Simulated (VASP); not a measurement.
# AlRu (I4/mmm) in VASP: notebook, part 2 of 2

VASP 6.6.1. The steps go on from the part before.

## Step 3: Relaxation of cell and atoms, PBE

The input, INCAR:

```
SYSTEM = AlRu
PREC = Accurate ; ENCUT = 600
EDIFF = 1E-7 ; ISMEAR = 0
SIGMA = 0.1 ; LREAL = .FALSE.
LASPH = .TRUE. ; NELM = 100
ALGO = Fast ; ISIF = 3
LWAVE = .FALSE. ; LCHARG = .FALSE.
GGA = PE ; IBRION = 2
NSW = 90 ; EDIFFG = -0.04
```

The input, KPOINTS:

```
regular mesh
0
G
  6 6 6
  0 0 0
```

The input, POSCAR:

```
AlRu
1.0
   -2.0180788500      2.0180788500      1.8529632100
    2.0180788500     -2.0180788500      1.8529632100
    2.0180788500      2.0180788500     -1.8529632100
Al Ru
1 1
Direct
    0.5000000000      0.5000000000      0.0000000000
    0.0000000000      0.0000000000      0.0000000000
```

Potentials or basis: VASP PAW PBE potentials, release 64 (Al, Ru_pv).

Run with:

```sh
$ cat potpaw_PBE.64/Al/POTCAR potpaw_PBE.64/Ru_pv/POTCAR > POTCAR
$ mpirun -np 1 vasp_std > vasp.out
```

OUTCAR:

```text
SYSTEM = AlRu
   PREC = Accurate
   ENCUT = 600
   EDIFF = 1E-7
   ISMEAR = 0
   LREAL = .FALSE.
   LASPH = .TRUE.
   NELM = 100
   ISIF = 3
   GGA = PE
   IBRION = 2
   NSW = 90
   EDIFFG = -0.04

 ion  position               nearest neighbor table
   1  0.500  0.500  0.000-   2 1.85   2 1.85   2 2.85   2 2.85   2 2.85   2 2.85
   2  0.000  0.000  0.000-   1 1.85   1 1.85   1 2.85   1 2.85   1 2.85   1 2.85

  LATTYP: Found a body centered tetragonal cell.
 ALAT       =     4.0361577000
 C/A-ratio  =     0.9181817698

  Lattice vectors:

 A1 = (  -2.0180788500,   2.0180788500,   1.8529632100)
 A2 = (   2.0180788500,  -2.0180788500,   1.8529632100)
 A3 = (   2.0180788500,   2.0180788500,  -1.8529632100)

Analysis of symmetry for initial positions (statically):
=====================================================================
 Subroutine PRICEL returns:
 Original cell was already a primitive cell.

 Routine SETGRP: Setting up the symmetry group for a
 body centered tetragonal supercell.

 Subroutine GETGRP returns: Found 16 space group operations
 (whereof 16 operations were pure point group operations)
 out of a pool of 16 trial point group operations.

The static configuration has the point symmetry D_4h.

Analysis of symmetry for dynamics (positions and initial velocities):
=====================================================================
 Subroutine PRICEL returns:
 Original cell was already a primitive cell.

 Routine SETGRP: Setting up the symmetry group for a
 body centered tetragonal supercell.

 Subroutine GETGRP returns: Found 16 space group operations
 (whereof 16 operations were pure point group operations)
 out of a pool of 16 trial point group operations.

The dynamic configuration has the point symmetry D_4h.

 Subroutine INISYM returns: Found 16 space group operations
 (whereof 16 operations are pure point group operations),
 and found     1 'primitive' translations

----------------------------------------------------------------------------------------

                                     Primitive cell

  volume of cell :      30.1858

  direct lattice vectors                    reciprocal lattice vectors
    -2.018078850  2.018078850  1.852963210     0.000000000  0.247760389  0.269838061
     2.018078850 -2.018078850  1.852963210     0.247760389  0.000000000  0.269838061
     2.018078850  2.018078850 -1.852963210     0.247760389  0.247760389  0.000000000

  length of vectors
     3.402757286  3.402757286  3.402757286     0.366330164  0.366330164  0.350386102

  position of ions in fractional coordinates (direct lattice)
     0.500000000  0.500000000  0.000000000
     0.000000000  0.000000000  0.000000000

  ion indices of the primitive-cell ions
   primitive index   ion index
                 1           1
                 2           2

----------------------------------------------------------------------------------------

 KPOINTS: regular mesh

Automatic generation of k-mesh.
 Grid dimensions read from file:
 generate k-points for:    6    6    6

 Generating k-lattice:

  Cartesian coordinates                     Fractional coordinates (reciprocal lattice)
     0.000000000  0.041293398  0.044973010     0.166666667 -0.000000000  0.000000000
     0.041293398  0.000000000  0.044973010    -0.000000000  0.166666667  0.000000000
[... 58 lines left out ...]
   EDIFF  = 0.1E-06   stopping-criterion for ELM
   LREAL  =      F    real-space projection
   EDIFFG = -.4E-01   stopping-criterion for IOM
   NSW    =     90    number of steps for IOM
   IBRION =      2    ionic relax: 0-MD 1-quasi-New 2-CG
   NFREE  =      1    steps in history (QN), initial steepest desc. (CG)
   ISIF   =      3    stress and relaxation
   ISYM   =      2    0-nonsym 1-usesym 2-fastsym
   POTIM  = 0.5000    time-step for ionic-motion
   TEBEG  =    0.0;   TEEND  =   0.0 temperature during run
   PSTRESS=    0.0 pullay stress
   NELECT =      17.0000    total number of electrons
   NUPDOWN=      -1.0000    fix difference up-down
   EMIN   =  10.00;   EMAX   =-10.00  energy-range for DOS
   EFERMI =   0.00;   METHOD = LEGACY
   ISMEAR =     0;   SIGMA  =   0.10  broadening in eV -4-tet -1-fermi 0-gaus
   EFERMI_NEDOS =   21; number of points for ismear=-14 and -15
   IALGO  =     68    algorithm
   IMIX   =      4    mixing-type and parameters
     AMIX     =   0.40;   BMIX     =  1.00
     AMIX_MAG =   1.60;   BMIX_MAG =  1.00
  volume/ion in A,a.u.               =      15.09       101.85
  Fermi-wavevector in a.u.,A,eV,Ry     =   1.351938  2.554792 24.867864  1.827736
  Thomas-Fermi vector in A             =   2.479318
   LORBIT       =      0    0 simple, 1 ext, 2 COOP (PROOUT), +10 PAW based schemes
   GGA     = PE    functional components
   LHFCALC =     F    Hartree Fock is set to
   AEXX    =    0.0000 exact exchange contribution
   IVDW    =     0    specifies the selected vdW correction
   LEPSILON=     F    determine dielectric tensor
   LRPA    =     F    only Hartree local field effects (RPA)
 conjugate gradient relaxation of ions
 non-spin polarized calculation
 RMM-DIIS sequential band-by-band and
 Gauss-broadening in eV      SIGMA  =   0.10
  energy-cutoff  :      600.00
  volume of cell :       30.19
 maximum number of plane-waves:      1028
   NGX = 13   NGY = 13   NGZ = 13

--------------------------------------- Ionic step        1  -------------------------------------------

 number of electron      16.9999998 magnetization

 Free energy of the ion-electron system (eV)
  ---------------------------------------------------
  ext. energy  EPLUGINS =         0.00000000
  ---------------------------------------------------
  free energy    TOTEN  =        -7.01536331 eV

  energy without entropy =       -7.00650026  energy(sigma->0) =       -7.01093179

------------------------ aborting loop because EDIFF is reached ----------------------------------------

  FORCE on cell =-STRESS in cart. coord.  units (eV):
  Direction    XX          YY          ZZ          XY          YZ          ZX
  --------------------------------------------------------------------------------------
  -------------------------------------------------------------------------------------
  Total       -3.9063287     -3.9063287     45.5745134      0.0000000      0.0000000      0.0000000
  in kB     -207.3367623   -207.3367623   2418.9649340      0.0000000      0.0000000      0.0000000
  external PRESSURE =     668.0971365 kB  Pullay stress =       0.0000000 kB
[... 23 lines left out ...]
--------------------------------------- Ionic step        2  -------------------------------------------

 number of electron      16.9999992 magnetization

 E-fermi :   3.4654     XC(G=0):  -9.1540

 val. band max:        3.4594414358   @ k =   0.5000   0.1667   0.0000
 cond. band min:       3.4793300386   @ k =   0.3333   0.1667   0.1667
 fundamental gap:      0.0198886028
 Fermi energy:         3.4654421988

 k-point     1 :       0.0000    0.0000    0.0000
  band No.  band energies     occupation
      1     -38.3502      2.00000
      2     -38.3502      2.00000
      3     -37.7691      2.00000
      4      -3.0490      2.00000
      5       1.4340      2.00000
      6       2.4521      2.00000
      7       2.5056      2.00000
      8       3.0851      2.00000
      9       3.0851      2.00000
     10       6.5529      0.00000
     11       8.1768      0.00000
     12       8.1768      0.00000
[... 410 lines left out ...]
  FREE ENERGIE OF THE ION-ELECTRON SYSTEM (eV)
  ---------------------------------------------------
  free  energy   TOTEN  =       -11.6976135959 eV

  energy  without entropy=      -11.6745205403  energy(sigma->0) =      -11.68606707

[... ionic steps 4 to 9 ...]

--------------------------------------- Ionic step       10  -------------------------------------------

 number of electron      17.0000000 magnetization

------------------------ aborting loop because EDIFF is reached ----------------------------------------
[... 67 lines left out ...]
--------------------------------------- Ionic step       12  -------------------------------------------

 number of electron      17.0000001 magnetization

 Free energy of the ion-electron system (eV)
  ---------------------------------------------------
  ext. energy  EPLUGINS =         0.00000000
  ---------------------------------------------------
  free energy    TOTEN  =       -12.66076895 eV

  energy without entropy =      -12.64694826  energy(sigma->0) =      -12.65385860

 E-fermi :   9.0333     XC(G=0): -11.7430

 val. band max:        8.9663060171   @ k =   0.3333   0.1667   0.0000
 cond. band min:       9.0575267639   @ k =  -0.3333  -0.3333   0.1667
 fundamental gap:      0.0912207468
 Fermi energy:         9.0333389307

 k-point     1 :       0.0000    0.0000    0.0000
  band No.  band energies     occupation
      1     -32.8071      2.00000
      2     -32.8054      2.00000
      3     -32.8054      2.00000
      4       0.0369      2.00000
      5       7.0508      2.00000
      6       7.0508      2.00000
      7       7.0582      2.00000
      8       7.3584      2.00000
      9       7.3587      2.00000
     10      15.5961      0.00000
     11      15.5961      0.00000
     12      15.5986      0.00000
[... 374 lines left out ...]
  FREE ENERGIE OF THE ION-ELECTRON SYSTEM (eV)
  ---------------------------------------------------
  free  energy   TOTEN  =       -12.6607689457 eV

  energy  without entropy=      -12.6469482625  energy(sigma->0) =      -12.65385860

 reached required accuracy - stopping structural energy minimisation
```

OSZICAR:

```text
N       E                     dE             d eps       ncg     rms          rms(c)
DAV:   1     0.136433963119E+03    0.13643E+03   -0.10211E+04   728   0.145E+03
DAV:   2    -0.444236551004E+01   -0.14088E+03   -0.13436E+03   780   0.367E+02
DAV:   3    -0.723428586622E+01   -0.27919E+01   -0.27088E+01   856   0.543E+01
[... 171 lines left out ...]
RMM:   4    -0.126607578670E+02    0.70129E-04   -0.38706E-04   721   0.177E-01    0.361E-02
RMM:   5    -0.126607673842E+02   -0.95172E-05   -0.74045E-05   771   0.643E-02    0.146E-02
RMM:   6    -0.126607684961E+02   -0.11119E-05   -0.10286E-05   767   0.263E-02    0.101E-02
RMM:   7    -0.126607690041E+02   -0.50805E-06   -0.18894E-06   704   0.112E-02    0.221E-03
RMM:   8    -0.126607689457E+02    0.58462E-07   -0.34587E-07   518   0.524E-03
  12 F= -.12660769E+02 E0= -.12653859E+02  d E =-.459448E-02
```

Wall time 5.6 min (1 thread of AMD EPYC 7R13, shared host); peak memory 0.17 GiB.

What came out:

| Property | Result |
| --- | --- |
| Free energy | -12.6608 eV |
| Relaxed volume | 15.46 Å³/atom |
| Relaxed cell | a = 3.522 Å, b = 3.522 Å, c = 3.522 Å, α = 119.97°, β = 119.97°, γ = 90.04° |
| Space group after relaxing (to 0.1 Å) | Fm-3m (No. 225) |
| Energy gained by relaxing | 2822.7 meV/atom |
| Ionic steps | 12 |
| Pressure after relaxing | 0.2 GPa |
| Band gap on the k mesh | zero (an odd number of electrons rules out a gap without spin polarisation) |

Stress tensor (GPa, compression positive):
```
0.27 0.00 0.00
0.00 0.27 0.00
0.00 0.00 0.10
```

The path:
```csv
step,energy change (eV),largest force (eV/Å),pressure (GPa),volume (Å³)
1,0.0000,0.0000,66.81,30.19
2,-2.1332,0.0000,-34.25,51.99
3,-4.6823,0.0000,-22.08,41.42
4,-4.8335,0.0000,-21.46,40.44
5,-4.7802,0.0000,-5.16,35.55
6,-5.0088,0.0000,-18.21,38.60
7,-5.0243,0.0000,-14.48,37.41
8,-5.0303,0.0000,-15.56,37.71
9,-5.6378,0.0000,3.35,30.30
10,-5.6408,0.0000,1.45,30.67
11,-5.6449,0.0000,-0.15,31.00
12,-5.6454,0.0000,0.21,30.92
```

Final structure:
```
Al Ru
1.0
    -1.76190    1.76190    2.48980
     1.76190   -1.76190    2.48980
     1.76190    1.76190   -2.48980
Al Ru
1 1
Direct
  0.50000 0.50000 0.00000
  0.00000 0.00000 0.00000
```

Levels at points of the mesh, in eV from the Fermi level:
```tsv
k point	band 6	band 7	band 8	band 9	band 10	band 11	band 12
(0.00, 0.00, 0.00)	-1.98	-1.98	-1.67	-1.67	6.56	6.56	6.57
(0.50, 0.00, 0.00)	-2.79	-2.79	-0.31	-0.31	1.29	7.34	7.94
(0.50, 0.50, 0.00)	-2.43	-0.95	0.09	0.09	2.18	2.42	2.42
(0.50, 0.50, 0.50)	-2.42	-0.94	0.09	0.09	2.18	2.41	2.41
```

Caveat: the k points lie up to 0.36 Å⁻¹ apart in the final cell, too coarse for converged energies and pressures of a metal.
